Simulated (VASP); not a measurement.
# Be (P6_3/mmc) in VASP: notebook

The runs below take Be through vibrations by perturbation theory, with PBEsol.

Program: VASP 6.6.1. These are calculated values, not measurements. Logs are shortened: lines on timing, memory, paths and dates and some standing lists are left out, and cuts for length are marked.

### 1 The cell of the first run

The structure is hexagonal, space group P6_3/mmc (No. 194). Conventional cell: a = 2.243 Å, b = 2.243 Å, c = 3.526 Å, α = 90.00°, β = 90.00°, γ = 120.00°. Within 2.9 Å of Be (site symmetry -6m2) lie 12 Be at 2.19 to 2.24 Å.

### 2 Vibrations by perturbation theory, PBEsol (volume scaled by 0.980)

Contents of INCAR:

```
SYSTEM = Be
PREC = Accurate ; ENCUT = 520
EDIFF = 1E-8 ; ISMEAR = -1
SIGMA = 0.05 ; LREAL = .False.
LASPH = .True. ; NELM = 60
ALGO = Normal ; ISIF = 2
LWAVE = .False. ; LCHARG = .False.
GGA = PS ; IBRION = 8
NSW = 1
```

Contents of KPOINTS:

```
regular mesh
0
Gamma
  16 16 10
  0 0 0
```

Contents of POSCAR:

```
Be
1.0
    2.2429263412      0.0000000000      0.0000000000
   -1.1214631706      1.9424311903      0.0000000000
    0.0000000000      0.0000000000      3.5264477389
Be
2
Direct
    0.3333333333      0.6666666667      0.2500000000
    0.6666666667      0.3333333333      0.7500000000
```

Potentials or basis: VASP PAW PBE potentials, release 64 (Be).

Started as:

```bash
$ cat potpaw_PBE.64/Be/POTCAR > POTCAR
$ mpirun -np 1 vasp_std > vasp.out
```

OUTCAR:

```text
SYSTEM = Be
   PREC = Accurate
   ENCUT = 520
   EDIFF = 1E-8
   ISMEAR = -1
   LREAL = .False.
   LASPH = .True.
   NELM = 60
   ISIF = 2
   GGA = PS
   IBRION = 8
   NSW = 1

 ion  position               nearest neighbor table
   1  0.333  0.667  0.250-   2 2.19   2 2.19   2 2.19   2 2.19   2 2.19   2 2.19
   2  0.667  0.333  0.750-   1 2.19   1 2.19   1 2.19   1 2.19   1 2.19   1 2.19

  LATTYP: Found a hexagonal cell.
 ALAT       =     2.2429263412
 C/A-ratio  =     1.5722530313

  Lattice vectors:

 A1 = (   2.2429263412,   0.0000000000,   0.0000000000)
 A2 = (  -1.1214631706,   1.9424311903,   0.0000000000)
 A3 = (   0.0000000000,   0.0000000000,   3.5264477389)

Analysis of symmetry for initial positions (statically):
=====================================================================
 Subroutine PRICEL returns:
 Original cell was already a primitive cell.

 Routine SETGRP: Setting up the symmetry group for a
 hexagonal supercell.

 Subroutine GETGRP returns: Found 24 space group operations
 (whereof 12 operations were pure point group operations)
 out of a pool of 24 trial point group operations.

The static configuration has the point symmetry D_3d.
 The point group associated with its full space group is D_6h.

Analysis of symmetry for dynamics (positions and initial velocities):
=====================================================================
 Subroutine PRICEL returns:
 Original cell was already a primitive cell.

 Routine SETGRP: Setting up the symmetry group for a
 hexagonal supercell.

 Subroutine GETGRP returns: Found 24 space group operations
 (whereof 12 operations were pure point group operations)
 out of a pool of 24 trial point group operations.

The dynamic configuration has the point symmetry D_3d.
 The point group associated with its full space group is D_6h.

 Subroutine INISYM returns: Found 24 space group operations
 (whereof 12 operations are pure point group operations),
 and found     1 'primitive' translations

----------------------------------------------------------------------------------------

                                     Primitive cell

  volume of cell :      15.3638

  direct lattice vectors                    reciprocal lattice vectors
     2.242926341  0.000000000  0.000000000     0.445846117  0.257409376  0.000000000
    -1.121463171  1.942431190  0.000000000     0.000000000  0.514818751  0.000000000
     0.000000000  0.000000000  3.526447739     0.000000000  0.000000000  0.283571479

  length of vectors
     2.242926341  2.242926341  3.526447739     0.514818751  0.514818751  0.283571479

  position of ions in fractional coordinates (direct lattice)
     0.333333333  0.666666667  0.250000000
     0.666666667  0.333333333  0.750000000

  ion indices of the primitive-cell ions
   primitive index   ion index
                 1           1
                 2           2

----------------------------------------------------------------------------------------

 KPOINTS: regular mesh

Automatic generation of k-mesh.
 Grid dimensions read from file:
 generate k-points for:   16   16   10

 Generating k-lattice:

  Cartesian coordinates                     Fractional coordinates (reciprocal lattice)
     0.027865382  0.016088086  0.000000000     0.062500000  0.000000000  0.000000000
     0.000000000  0.032176172  0.000000000     0.000000000  0.062500000  0.000000000
     0.000000000  0.000000000  0.028357148     0.000000000  0.000000000  0.100000000

  Length of vectors
     0.032176172  0.032176172  0.028357148

[... 83 lines left out ...]
   LRPA    =     F    only Hartree local field effects (RPA)
 non-spin polarized calculation
  energy-cutoff  :      520.00
  volume of cell :       15.36
 maximum number of plane-waves:       428
 NGX is ok and might be reduce to    18
   NGX =  9   NGY =  9   NGZ = 13

--------------------------------------- Ionic step        1  -------------------------------------------

 number of electron       4.0000000 magnetization

 Free energy of the ion-electron system (eV)
  ---------------------------------------------------
  ext. energy  EPLUGINS =         0.00000000
  ---------------------------------------------------
  free energy    TOTEN  =        -7.99817467 eV

  energy without entropy =       -7.99729287  energy(sigma->0) =       -7.99773377

 E-fermi :   7.1852     XC(G=0): -10.7028

 val. band max:        6.8749480912   @ k =   0.3125   0.1875   0.0000
 cond. band min:       7.1977270234   @ k =   0.3125   0.1250   0.0000
 fundamental gap:      0.3227789322
 Fermi energy:         7.1851668170

 k-point     1 :       0.0000    0.0000    0.0000
  band No.  band energies     occupation
      1      -4.2487      2.00000
      2       2.7029      2.00000
      3       8.5047      0.00000
      4      23.5788      0.00000
      5      23.5788      0.00000
      6      26.4912      0.00000
[... 199 lines left out ...]
 k-point    24 :       0.2500    0.1875    0.0000
  band No.  band energies     occupation
      1      -0.0433      2.00000
      2       8.1647      0.00000
      3       8.2722      0.00000
      4      11.1757      0.00000
      5      15.1409      0.00000
      6      19.4051      0.00000

 [... further k-points ...]

------------------------ aborting loop because EDIFF is reached ----------------------------------------

  FORCE on cell =-STRESS in cart. coord.  units (eV):
  Direction    XX          YY          ZZ          XY          YZ          ZX
  --------------------------------------------------------------------------------------
  -------------------------------------------------------------------------------------
  Total        0.2736188      0.2736188      0.3121429      0.0000000      0.0000000      0.0000000
  in kB       28.5337218     28.5337218     32.5511185      0.0000000      0.0000000      0.0000000
  external PRESSURE =      29.8728540 kB  Pullay stress =       0.0000000 kB

 VOLUME and BASIS-vectors are now :
 -----------------------------------------------------------------------------
  energy-cutoff  :      520.00
  volume of cell :       15.36
      direct lattice vectors                 reciprocal lattice vectors
     2.242926341  0.000000000  0.000000000     0.445846117  0.257409376  0.000000000
    -1.121463171  1.942431190  0.000000000     0.000000000  0.514818751  0.000000000
     0.000000000  0.000000000  3.526447739     0.000000000  0.000000000  0.283571479

 POSITION                                       TOTAL-FORCE (eV/Angst)
 -----------------------------------------------------------------------------------
     -0.00000      1.29495      0.88161         0.000000     -0.000000      0.000000
      1.12146      0.64748      2.64484        -0.000000      0.000000      0.000000
 -----------------------------------------------------------------------------------
    total drift:                                0.000000     -0.000000      0.000000

  FREE ENERGIE OF THE ION-ELECTRON SYSTEM (eV)
  ---------------------------------------------------
  free  energy   TOTEN  =        -7.9981746734 eV

  energy  without entropy=       -7.9972928652  energy(sigma->0) =       -7.99773377

[... ionic steps 2 to 3 ...]

--------------------------------------- Ionic step        4  -------------------------------------------

------------------------ aborting loop because EDIFF is reached ----------------------------------------

[... ionic steps 5 to 5 ...]

--------------------------------------- Ionic step        6  -------------------------------------------

 Free energy of the ion-electron system (eV)
  ---------------------------------------------------
  ---------------------------------------------------
  free energy    TOTEN  =        -0.01507522 eV

  energy without entropy =       -0.01507522

------------------------ aborting loop because EDIFF is reached ----------------------------------------

 INTERNAL STRAIN TENSOR  FOR ION    1  DIRECTION 3   (eV/Angst):
 -----------------------------------------------------------------------------
     0.00435  0.00000  0.00000
     0.00000  0.00435 -0.00000
     0.00000 -0.00000 -0.00855

 INTERNAL STRAIN TENSOR FOR ION    2 for displacements in x,y,z  (eV/Angst):
          X           Y           Z          XY          YZ          ZX
  --------------------------------------------------------------------------------
  x     0.00000     0.00000     0.00000     2.56741     0.00000     0.00000
  y     2.56741    -2.56741    -0.00000     0.00000     0.00000     0.00000
  z     0.00000     0.00000     0.00000     0.00000     0.00000     0.00000

 SECOND DERIVATIVES (NOT SYMMETRIZED)
 ------------------------------------
               1X          1Y          1Z          2X          2Y          2Z
  1X    -3.834817    0.000000    0.000000    3.834817    0.000000    0.000000
  1Y     0.000000   -3.834817    0.000000   -0.000000    3.834817    0.000000
  1Z     0.000000   -0.000000   -8.795819    0.000000    0.000000    8.795819
  2X     3.834817    0.000000    0.000000   -3.834817    0.000000    0.000000
  2Y    -0.000000    3.834817    0.000000    0.000000   -3.834817    0.000000
  2Z     0.000000    0.000000    8.795819    0.000000   -0.000000   -8.795819

 Eigenvectors and eigenvalues of the dynamical matrix
 ----------------------------------------------------

   1 f  =   21.840832 THz   137.229994 2PiTHz  728.531733 cm-1    90.326382 meV
             X         Y         Z           dx          dy          dz
     -0.000000  1.294954  0.881612     0.000000   -0.000000    0.707107
      1.121463  0.647477  2.644836     0.000000    0.000000   -0.707107
[... 16 lines left out ...]
   5 f  =    0.000000 THz     0.000000 2PiTHz    0.000000 cm-1     0.000000 meV
             X         Y         Z           dx          dy          dz
     -0.000000  1.294954  0.881612    -0.707107    0.000000    0.000000
      1.121463  0.647477  2.644836    -0.707107    0.000000    0.000000

   6 f/i=    0.000000 THz     0.000002 2PiTHz    0.000009 cm-1     0.000001 meV
             X         Y         Z           dx          dy          dz
     -0.000000  1.294954  0.881612     0.000000    0.333654   -0.623438
      1.121463  0.647477  2.644836     0.000000    0.333654   -0.623438

--------------------------------------------------------------------------------------------------------

 ELASTIC MODULI CONTR FROM IONIC RELAXATION (kBar)
 Direction    XX          YY          ZZ          XY          YZ          ZX
 --------------------------------------------------------------------------------
 XX        -179.2490    179.2490      0.0000     -0.0000      0.0000      0.0000
 YY         179.2490   -179.2490     -0.0000      0.0000     -0.0000      0.0000
 ZZ           0.0000     -0.0000     -0.0000      0.0000     -0.0000      0.0000
 XY          -0.0000      0.0000      0.0000   -179.2490     -0.0000      0.0000
 YZ           0.0000     -0.0000     -0.0000     -0.0000     -0.0000      0.0000
 ZX           0.0000      0.0000      0.0000      0.0000      0.0000      0.0000
 --------------------------------------------------------------------------------
```

Run time: 68 s. Hardware: 1 thread of Intel Xeon 6975P-C, shared host; peak memory 0.25 GiB.

What came out:

- Highest phonon frequency at Γ: 729 cm⁻¹

Phonon frequencies in cm⁻¹ (negative: imaginary):
```csv
q point,frequencies
"(0.000, 0.000, 0.000)",0 0 0 481 481 729
```

Caveat: the cell differs from its parent crystal (volume scaled by 0.980); the cell wasn't relaxed at this level first, which shifts response properties; the PAW data sets were made with another functional, which shifts forces and pressure a little.

### 3 Vibrations by perturbation theory, PBEsol

This run uses another cell than the first one, of 7.84 Å³/atom, 1.020 times its volume.

Contents of INCAR:

```
SYSTEM = Be
PREC = Accurate
ENCUT = 520
EDIFF = 1E-8
ISMEAR = -1
SIGMA = 0.05
LREAL = .FALSE.
LASPH = .TRUE.
NELM = 100
ALGO = Normal
ISIF = 2
LWAVE = .FALSE.
LCHARG = .FALSE.
GGA = PS
NBANDS = 9
IBRION = 8
NSW = 1
```

Contents of KPOINTS:

```
regular mesh
0
G
  16 16 10
  0 0 0
```

Contents of POSCAR:

```
Be
1.0
    2.2580817087      0.0000000000      0.0000000000
   -1.1290408543      1.9555561235      0.0000000000
    0.0000000000      0.0000000000      3.5502758113
Be
2
Direct
    0.3333333333      0.6666666667      0.2500000000
    0.6666666667      0.3333333333      0.7500000000
```

Potentials or basis: VASP PAW PBE potentials, release 64 (Be).

Started as:

```bash
$ cat potpaw_PBE.64/Be/POTCAR > POTCAR
$ mpirun -np 1 vasp_std > vasp.out
```

OUTCAR:

```text
SYSTEM = Be
   PREC = Accurate
   ENCUT = 520
   EDIFF = 1E-8
   ISMEAR = -1
   LREAL = .FALSE.
   LASPH = .TRUE.
   NELM = 100
   ISIF = 2
   GGA = PS
   IBRION = 8
   NSW = 1

 ion  position               nearest neighbor table
   1  0.333  0.667  0.250-   2 2.20   2 2.20   2 2.20   2 2.20   2 2.20   2 2.20
   2  0.667  0.333  0.750-   1 2.20   1 2.20   1 2.20   1 2.20   1 2.20   1 2.20

  LATTYP: Found a hexagonal cell.
 ALAT       =     2.2580817087
 C/A-ratio  =     1.5722530312

  Lattice vectors:

 A1 = (   2.2580817087,   0.0000000000,   0.0000000000)
 A2 = (  -1.1290408543,   1.9555561235,   0.0000000000)
 A3 = (   0.0000000000,   0.0000000000,   3.5502758113)

Analysis of symmetry for initial positions (statically):
=====================================================================
 Subroutine PRICEL returns:
 Original cell was already a primitive cell.

 Routine SETGRP: Setting up the symmetry group for a
 hexagonal supercell.

 Subroutine GETGRP returns: Found 24 space group operations
 (whereof 12 operations were pure point group operations)
 out of a pool of 24 trial point group operations.

The static configuration has the point symmetry D_3d.
 The point group associated with its full space group is D_6h.

Analysis of symmetry for dynamics (positions and initial velocities):
=====================================================================
 Subroutine PRICEL returns:
 Original cell was already a primitive cell.

 Routine SETGRP: Setting up the symmetry group for a
 hexagonal supercell.

[... 479 lines left out ...]
  ---------------------------------------------------
  free  energy   TOTEN  =        -8.0014210315 eV

  energy  without entropy=       -8.0005397552  energy(sigma->0) =       -8.00098039

[... ionic steps 2 to 3 ...]

--------------------------------------- Ionic step        4  -------------------------------------------

------------------------ aborting loop because EDIFF is reached ----------------------------------------

[... ionic steps 5 to 5 ...]

--------------------------------------- Ionic step        6  -------------------------------------------

 Free energy of the ion-electron system (eV)
  ---------------------------------------------------
  ---------------------------------------------------
  free energy    TOTEN  =        -0.01485749 eV

  energy without entropy =       -0.01485749

------------------------ aborting loop because EDIFF is reached ----------------------------------------

 INTERNAL STRAIN TENSOR  FOR ION    1  DIRECTION 3   (eV/Angst):
 -----------------------------------------------------------------------------
     0.00440 -0.00000 -0.00000
     0.00000  0.00440 -0.00000
     0.00000 -0.00000 -0.00865

 INTERNAL STRAIN TENSOR FOR ION    2 for displacements in x,y,z  (eV/Angst):
          X           Y           Z          XY          YZ          ZX
  --------------------------------------------------------------------------------
  x     0.00000    -0.00000     0.00000     2.42138     0.00000     0.00000
  y     2.42138    -2.42138    -0.00000    -0.00000     0.00000     0.00000
  z    -0.00000    -0.00000    -0.00000     0.00000     0.00000     0.00000

 SECOND DERIVATIVES (NOT SYMMETRIZED)
 ------------------------------------
               1X          1Y          1Z          2X          2Y          2Z
  1X    -3.702788   -0.000000    0.000000    3.702788    0.000000    0.000000
  1Y    -0.000000   -3.702788    0.000000    0.000000    3.702788    0.000000
  1Z     0.000000    0.000000   -8.308586   -0.000000    0.000000    8.308586
  2X     3.702788    0.000000    0.000000   -3.702788   -0.000000    0.000000
  2Y     0.000000    3.702788    0.000000   -0.000000   -3.702788    0.000000
  2Z    -0.000000    0.000000    8.308586    0.000000    0.000000   -8.308586

 Eigenvectors and eigenvalues of the dynamical matrix
 ----------------------------------------------------

   1 f  =   21.227293 THz   133.375014 2PiTHz  708.066268 cm-1    87.788989 meV
             X         Y         Z           dx          dy          dz
     -0.000000  1.303704  0.887569     0.000000    0.000000   -0.707107
      1.129041  0.651852  2.662707    -0.000000    0.000000    0.707107
[... 16 lines left out ...]
   5 f  =    0.000000 THz     0.000000 2PiTHz    0.000000 cm-1     0.000000 meV
             X         Y         Z           dx          dy          dz
     -0.000000  1.303704  0.887569    -0.000000    0.000000    0.707107
      1.129041  0.651852  2.662707     0.000000    0.000000    0.707107

   6 f/i=    0.000000 THz     0.000001 2PiTHz    0.000004 cm-1     0.000000 meV
             X         Y         Z           dx          dy          dz
     -0.000000  1.303704  0.887569    -0.128349   -0.695361    0.000000
      1.129041  0.651852  2.662707    -0.128349   -0.695361    0.000000

--------------------------------------------------------------------------------------------------------

 ELASTIC MODULI CONTR FROM IONIC RELAXATION (kBar)
 Direction    XX          YY          ZZ          XY          YZ          ZX
 --------------------------------------------------------------------------------
 XX        -161.8218    161.8218      0.0000     -0.0000      0.0000      0.0000
 YY         161.8218   -161.8218     -0.0000     -0.0000      0.0000      0.0000
 ZZ           0.0000     -0.0000     -0.0000     -0.0000      0.0000      0.0000
 XY          -0.0000     -0.0000     -0.0000   -161.8218     -0.0000     -0.0000
 YZ           0.0000      0.0000      0.0000     -0.0000     -0.0000     -0.0000
 ZX           0.0000      0.0000      0.0000     -0.0000     -0.0000     -0.0000
 --------------------------------------------------------------------------------
```

OSZICAR:

```text
N       E                     dE             d eps       ncg     rms          rms(c)
DAV:   1    -0.336918668335E+01   -0.33692E+01   -0.17463E+03  3248   0.360E+02
DAV:   2    -0.798399585947E+01   -0.46148E+01   -0.44909E+01  4920   0.536E+01
[... 29 lines left out ...]
RMM:   3    -0.146572192621E-01    0.12114E-02    0.49936E-04  7387   0.738E-02    0.394E-02
RMM:   4    -0.148303456105E-01   -0.17313E-03    0.17108E-04  7636   0.416E-02    0.410E-03
RMM:   5    -0.148579446538E-01   -0.27599E-04   -0.83139E-06  7711   0.280E-03    0.562E-04
RMM:   6    -0.148578092968E-01    0.13536E-06   -0.14691E-06  7713   0.299E-04    0.737E-05
RMM:   7    -0.148574798746E-01    0.32942E-06   -0.34366E-07  7871   0.610E-05    0.968E-06
RMM:   8    -0.148574870768E-01   -0.72022E-08    0.31715E-08  7716   0.427E-05    0.691E-07
 Linear response finished
```

stdout:

```text
POSCAR found type information on POSCAR Be
 POSCAR found :  1 types and       2 ions
 scaLAPACK will be used
 -----------------------------------------------------------------------------
|                                                                             |
|                                                                             |
|     You enforced a specific xc type in the INCAR file but a different       |
|     I HOPE YOU KNOW WHAT YOU ARE DOING!                                     |
|                                                                             |
 -----------------------------------------------------------------------------

 LDA part: xc-table for (Slater+PW92), standard interpolation
 POSCAR, INCAR and KPOINTS ok, starting setup
 FFT: planning ... GRIDC
 FFT: planning ... GRID_SOFT
 FFT: planning ... GRID
 WAVECAR not read
 entering main loop
 Linear response reoptimize wavefunctions to high precision
 Linear response DOF=           2
 Linear response progress:
 first order change of Fermi-energy   0.24231E-05
 force on displaced ion       1 direction 1 :  -3.703   0.000   0.000
 Linear response progress:
 first order change of Fermi-energy   0.75718E-06
 force on displaced ion       1 direction 3 :   0.000  -0.000  -8.309
 Linear response finished
```

Wall time 89 s (1 thread of Intel Xeon 6975P-C, shared host); peak memory 0.31 GiB.

Results:

```
Highest phonon frequency at Γ : 708 cm⁻¹
```

Phonon frequencies in cm⁻¹ (negative: imaginary):
```tsv
q point	frequencies
(0.000, 0.000, 0.000)	0 0 0 473 473 708
```

Caveat: the PAW data sets were made with another functional, which shifts forces and pressure a little.
